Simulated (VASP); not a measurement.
# Ir in VASP: a series of runs

The runs below take Ir through single point, with PBE.

Everything below comes from runs of VASP 6.6.1. Logs are shortened: lines on timing, memory, paths and dates and some standing lists are left out, and cuts for length are marked.

## (1) The cell of the first run

The cell holds a wire with vacuum, 1 atom: a = 9.000 Å, b = 9.300 Å, c = 2.276 Å, α = 90.00°, β = 90.00°, γ = 90.00°.

## (2) Single point, PBE, collinear spin, ferromagnetic start

File INCAR:

```
SYSTEM = Ir
  PREC = Accurate
  ENCUT = 520
  EDIFF = 1E-7
  ISMEAR = 0
  SIGMA = 0.05
  LREAL = .FALSE.
  LASPH = .TRUE.
  NELM = 150
  ALGO = Normal
  ISIF = 2
  LWAVE = .FALSE.
  LCHARG = .FALSE.
  ISPIN = 2
  MAGMOM = 1.5
  LORBIT = 11
  LMAXMIX = 4
  GGA = PE
  NBANDS = 14
```

File KPOINTS:

```
regular mesh
0
G
  1 1 26
  0 0 0
```

File POSCAR:

```
Ir
1.0
    9.0000000000      0.0000000000      0.0000000000
    0.0000000000      9.3000000000      0.0000000000
    0.0000000000      0.0000000000      2.2757931723
Ir
1
Direct
    0.5000000000      0.5000000000      0.0000000000
```

Potentials or basis: VASP PAW PBE potentials, release 64 (Ir).

On the command line:

```console
$ cat potpaw_PBE.64/Ir/POTCAR > POTCAR
$ mpirun -np 1 vasp_std > vasp.out
```

OUTCAR:

```text
SYSTEM = Ir
   PREC = Accurate
   ENCUT = 520
   EDIFF = 1E-7
   ISMEAR = 0
   LREAL = .FALSE.
   LASPH = .TRUE.
   NELM = 150
   ISIF = 2
   ISPIN = 2
   LORBIT = 11
   GGA = PE

 ion  position               nearest neighbor table
   1  0.500  0.500  0.000-

  LATTYP: Found a simple orthorhombic cell.
 ALAT       =     2.2757931723
 B/A-ratio  =     3.9546651732
 C/A-ratio  =     4.0864873457

  Lattice vectors:

 A1 = (   0.0000000000,   0.0000000000,   2.2757931723)
 A2 = (   9.0000000000,   0.0000000000,   0.0000000000)
 A3 = (   0.0000000000,   9.3000000000,   0.0000000000)

Analysis of symmetry for initial positions (statically):
=====================================================================
 Subroutine PRICEL returns:
 Original cell was already a primitive cell.

 Routine SETGRP: Setting up the symmetry group for a
 simple orthorhombic supercell.

 Subroutine GETGRP returns: Found  8 space group operations
 (whereof  8 operations were pure point group operations)
 out of a pool of  8 trial point group operations.

The static configuration has the point symmetry D_2h.

Analysis of symmetry for dynamics (positions and initial velocities):
=====================================================================
 Subroutine PRICEL returns:
 Original cell was already a primitive cell.

 Routine SETGRP: Setting up the symmetry group for a
 simple orthorhombic supercell.

 Subroutine GETGRP returns: Found  8 space group operations
 (whereof  8 operations were pure point group operations)
 out of a pool of  8 trial point group operations.

The dynamic configuration has the point symmetry D_2h.

Analysis of structural, dynamic, and magnetic symmetry:
=====================================================================
 Subroutine PRICEL returns:
 Original cell was already a primitive cell.

 Routine SETGRP: Setting up the symmetry group for a
 simple orthorhombic supercell.

 Subroutine GETGRP returns: Found  8 space group operations
 (whereof  8 operations were pure point group operations)
 out of a pool of  8 trial point group operations.

The overall configuration has the point symmetry D_2h.

 Subroutine INISYM returns: Found  8 space group operations
 (whereof  8 operations are pure point group operations),
 and found     1 'primitive' translations

----------------------------------------------------------------------------------------

                                     Primitive cell

  volume of cell :     190.4839

  direct lattice vectors                    reciprocal lattice vectors
     9.000000000  0.000000000  0.000000000     0.111111111  0.000000000  0.000000000
     0.000000000  9.300000000  0.000000000     0.000000000  0.107526882  0.000000000
     0.000000000  0.000000000  2.275793172     0.000000000  0.000000000  0.439407241

  length of vectors
     9.000000000  9.300000000  2.275793172     0.111111111  0.107526882  0.439407241

  position of ions in fractional coordinates (direct lattice)
     0.500000000  0.500000000  0.000000000

  ion indices of the primitive-cell ions
   primitive index   ion index
                 1           1

----------------------------------------------------------------------------------------

 KPOINTS: regular mesh

Automatic generation of k-mesh.
 Grid dimensions read from file:
 generate k-points for:    1    1   26

 Generating k-lattice:

  Cartesian coordinates                     Fractional coordinates (reciprocal lattice)
     0.111111111  0.000000000  0.000000000     1.000000000  0.000000000  0.000000000
     0.000000000  0.107526882  0.000000000     0.000000000  1.000000000  0.000000000
     0.000000000  0.000000000  0.016900279     0.000000000  0.000000000  0.038461538

  Length of vectors
     0.111111111  0.107526882  0.016900279

  Shift w.r.t. Gamma in fractional coordinates (k-lattice)
     0.000000000  0.000000000  0.000000000

 Subroutine IBZKPT returns following result:
 ===========================================

 Found     14 irreducible k-points:

 Following reciprocal coordinates:
            Coordinates               Weight
  0.000000  0.000000  0.000000      1.000000
  0.000000  0.000000  0.038462      2.000000
  0.000000  0.000000  0.076923      2.000000
  0.000000  0.000000  0.115385      2.000000
  0.000000  0.000000  0.153846      2.000000
  0.000000  0.000000  0.192308      2.000000
  0.000000  0.000000  0.230769      2.000000
  0.000000  0.000000  0.269231      2.000000
  0.000000  0.000000  0.307692      2.000000
  0.000000  0.000000  0.346154      2.000000
  0.000000  0.000000  0.384615      2.000000
  0.000000  0.000000  0.423077      2.000000
  0.000000  0.000000  0.461538      2.000000
  0.000000  0.000000  0.500000      1.000000
   k-points           NKPTS =     14   k-points in BZ     NKDIM =     14   number of bands    NBANDS=     14
   number of dos      NEDOS =    301   number of ions     NIONS =      1
   total plane-waves  NPLWV =  88200
   dimension x,y,z NGX =    70 NGY =   70 NGZ =   18
   dimension x,y,z NGXF=   140 NGYF=  140 NGZF=   36
   ions per type =               1
   NGX,Y,Z   is equivalent  to a cutoff of  12.93, 12.51, 13.15 a.u.
   NGXF,Y,Z  is equivalent  to a cutoff of  25.86, 25.03, 26.30 a.u.
 SYSTEM =  Ir
   PREC   = accura    normal or accurate (medium, high low for compatibility)
   ISTART =      0    job   : 0-new  1-cont  2-samecut
   ICHARG =      2    charge: 1-file 2-atom 10-const
   ISPIN  =      2    spin polarized calculation?
   LNONCOLLINEAR =      F non collinear calculations
   LSORBIT =      F    spin-orbit coupling
   LASPH  =      T    aspherical Exc in radial PAW
   ENCUT  =  520.0 eV  38.22 Ry    6.18 a.u.  16.73 17.29  4.23*2*pi/ulx,y,z
   NELM   =    150;   NELMIN=  2; NELMDL= -5     # of ELM steps
   EDIFF  = 0.1E-06   stopping-criterion for ELM
   LREAL  =      F    real-space projection
   EDIFFG = 0.1E-05   stopping-criterion for IOM
   NSW    =      0    number of steps for IOM
   IBRION =     -1    ionic relax: 0-MD 1-quasi-New 2-CG
   NFREE  =      0    steps in history (QN), initial steepest desc. (CG)
   ISIF   =      2    stress and relaxation
   ISYM   =      2    0-nonsym 1-usesym 2-fastsym
   POTIM  = 0.5000    time-step for ionic-motion
   TEBEG  =    0.0;   TEEND  =   0.0 temperature during run
   PSTRESS=    0.0 pullay stress
   NELECT =       9.0000    total number of electrons
   NUPDOWN=      -1.0000    fix difference up-down
   EMIN   =  10.00;   EMAX   =-10.00  energy-range for DOS
   EFERMI =   0.00;   METHOD = LEGACY
   ISMEAR =     0;   SIGMA  =   0.05  broadening in eV -4-tet -1-fermi 0-gaus
   EFERMI_NEDOS =   21; number of points for ismear=-14 and -15
   IALGO  =     38    algorithm
   IMIX   =      4    mixing-type and parameters
     AMIX     =   0.40;   BMIX     =  1.00
     AMIX_MAG =   1.60;   BMIX_MAG =  1.00
  volume/ion in A,a.u.               =     190.48      1285.45
  Fermi-wavevector in a.u.,A,eV,Ry     =   0.591838  1.118412  4.765744  0.350272
  Thomas-Fermi vector in A             =   1.640421
   LORBIT       =     11    0 simple, 1 ext, 2 COOP (PROOUT), +10 PAW based schemes
   GGA     = PE    functional components
   LHFCALC =     F    Hartree Fock is set to
   AEXX    =    0.0000 exact exchange contribution
   IVDW    =     0    specifies the selected vdW correction
   LEPSILON=     F    determine dielectric tensor
   LRPA    =     F    only Hartree local field effects (RPA)
 spin polarized calculation
 Gauss-broadening in eV      SIGMA  =   0.05
  energy-cutoff  :      520.00
  volume of cell :      190.48
 maximum number of plane-waves:      5155
 NGX is ok and might be reduce to    70
   NGX = 33   NGY = 35   NGZ =  9

 number of electron       9.0000001 magnetization       0.5533918

 Free energy of the ion-electron system (eV)
  ---------------------------------------------------
  ext. energy  EPLUGINS =         0.00000000
  ---------------------------------------------------
  free energy    TOTEN  =        -5.03670939 eV

  energy without entropy =       -5.03348088  energy(sigma->0) =       -5.03509514

 E-fermi :  -4.4843     XC(G=0):  -2.4976

 val. band max:       -4.6320366367   @ k =   0.0000   0.0000   0.3462
 cond. band min:      -4.4715374277   @ k =   0.0000   0.0000   0.3846
 fundamental gap:      0.1604992090
 Fermi energy:        -4.4842555521

 spin component 1

 k-point     1 :       0.0000    0.0000    0.0000
  band No.  band energies     occupation
      1     -11.9167      1.00000
      2      -6.8217      1.00000
      3      -6.3102      1.00000
      4      -6.3097      1.00000
      5      -2.5466      0.00000
      6      -2.5466      0.00000
      7      -1.6614      0.00000
      8      -1.6491      0.00000
      9       0.6447      0.00000
     10       1.6979      0.00000
     11       2.7912      0.00000
     12       2.8867      0.00000
     13       3.0096      0.00000
     14       3.3221      0.00000

 k-point     2 :       0.0000    0.0000    0.0385
  band No.  band energies     occupation
      1     -11.7882      1.00000
      2      -6.7884      1.00000
      3      -6.2907      1.00000
      4      -6.2902      1.00000
      5      -2.8874      0.00000
      6      -2.8867      0.00000
      7      -1.3917      0.00000
      8      -1.3792      0.00000
      9       0.6869      0.00000
     10       1.7395      0.00000
     11       2.8467      0.00000
     12       2.9408      0.00000
     13       3.0496      0.00000
     14       3.3644      0.00000
[... 172 lines left out ...]
  band No.  band energies     occupation
      1      -9.0474      1.00000
      2      -9.0474      1.00000
      3      -4.7907      1.00000
      4      -4.7907      1.00000
      5      -3.9277      0.00000
      6       0.5883      0.00000
      7       5.2718      0.00000
      8       5.2906      0.00000
      9       6.2681      0.00000
     10       7.1097      0.00000
     11       7.6201      0.00000
     12       8.2388      0.00000
     13       8.3116      0.00000
     14       8.5496      0.00000

 k-point    14 :       0.0000    0.0000    0.5000
  band No.  band energies     occupation
      1      -9.1058      1.00000
      2      -9.1058      1.00000
      3      -4.7646      1.00000
      4      -4.7645      1.00000
      5      -3.8577      0.00000
      6       0.9473      0.00000
      7       5.6437      0.00000
      8       5.6575      0.00000
      9       6.1346      0.00000
     10       7.7838      0.00000
     11       7.9291      0.00000
     12       7.9954      0.00000
     13       8.4461      0.00000
     14       8.4956      0.00000
 Fermi energy:        -4.4842555521

 spin component 2

 k-point     1 :       0.0000    0.0000    0.0000
  band No.  band energies     occupation
      1     -11.8192      1.00000
      2      -6.5284      1.00000
      3      -5.8503      1.00000
      4      -5.8495      1.00000
      5      -2.3002      0.00000
      6      -2.3001      0.00000
      7      -1.5633      0.00000
      8      -1.5502      0.00000
      9       0.6433      0.00000
     10       1.6974      0.00000
     11       2.7816      0.00000
     12       2.8753      0.00000
     13       3.0360      0.00000
     14       3.3167      0.00000

 k-point     2 :       0.0000    0.0000    0.0385
  band No.  band energies     occupation
      1     -11.6903      1.00000
      2      -6.4948      1.00000
      3      -5.8301      1.00000
      4      -5.8293      1.00000
      5      -2.6701      0.00000
      6      -2.6691      0.00000
      7      -1.2678      0.00000
      8      -1.2546      0.00000
      9       0.6853      0.00000
     10       1.7390      0.00000
     11       2.8381      0.00000
     12       2.9302      0.00000
     13       3.0759      0.00000
     14       3.3589      0.00000
[... 173 lines left out ...]
      1      -8.8828      1.00000
      2      -8.8828      1.00000
      3      -4.2659      0.00000
      4      -4.2657      0.00000
      5      -3.5003      0.00000
      6       0.6072      0.00000
      7       5.4505      0.00000
      8       5.4721      0.00000
      9       6.3523      0.00000
     10       7.1589      0.00000
     11       7.6164      0.00000
     12       8.2782      0.00000
     13       8.3501      0.00000
     14       8.5625      0.00000

 k-point    14 :       0.0000    0.0000    0.5000
  band No.  band energies     occupation
      1      -8.9415      1.00000
      2      -8.9415      1.00000
      3      -4.2383      0.00000
      4      -4.2382      0.00000
      5      -3.4268      0.00000
      6       0.9566      0.00000
      7       5.8548      0.00000
      8       5.8706      0.00000
      9       6.2740      0.00000
     10       7.7609      0.00000
     11       7.9293      0.00000
     12       7.9966      0.00000
     13       8.4329      0.00000
     14       8.5286      0.00000

------------------------ aborting loop because EDIFF is reached ----------------------------------------

  FORCE on cell =-STRESS in cart. coord.  units (eV):
  Direction    XX          YY          ZZ          XY          YZ          ZX
  --------------------------------------------------------------------------------------
  -------------------------------------------------------------------------------------
  Total       -0.0208784     -0.0163784      0.0428450      0.0000000      0.0000000     -0.0000000
  in kB       -0.1756102     -0.1377603      0.3603732      0.0000000      0.0000000     -0.0000000
  external PRESSURE =       0.0156675 kB  Pullay stress =       0.0000000 kB

 VOLUME and BASIS-vectors are now :
 -----------------------------------------------------------------------------
  energy-cutoff  :      520.00
  volume of cell :      190.48
      direct lattice vectors                 reciprocal lattice vectors
     9.000000000  0.000000000  0.000000000     0.111111111  0.000000000  0.000000000
     0.000000000  9.300000000  0.000000000     0.000000000  0.107526882  0.000000000
     0.000000000  0.000000000  2.275793172     0.000000000  0.000000000  0.439407241

 POSITION                                       TOTAL-FORCE (eV/Angst)
 -----------------------------------------------------------------------------------
      4.50000      4.65000      0.00000         0.000000      0.000000      0.000000
 -----------------------------------------------------------------------------------
    total drift:                                0.000000      0.000000      0.000000

  FREE ENERGIE OF THE ION-ELECTRON SYSTEM (eV)
  ---------------------------------------------------
  free  energy   TOTEN  =        -5.0367093934 eV

  energy  without entropy=       -5.0334808779  energy(sigma->0) =       -5.03509514

 total charge

# of ion       s       p       d       tot
------------------------------------------
    1        0.743   0.274   7.079   8.096

 magnetization (x)

# of ion       s       p       d       tot
------------------------------------------
    1        0.018  -0.004   0.505   0.520
```

Wall time 88 s (1 thread of Intel Xeon 6975P-C (Granite Rapids), shared host); peak memory 0.36 GiB.

Results:

```yaml
Free_energy: -5.0367 eV
Net_moment: 0.55 μB per cell
Site_moments: Ir +0.52 μB
Valence_electrons_inside_the_program's_atomic_spheres: Ir 8.10
```

Caveat: spin-orbit coupling is left out, which moves the levels of the heavy elements.

[end of part 1 of 2]
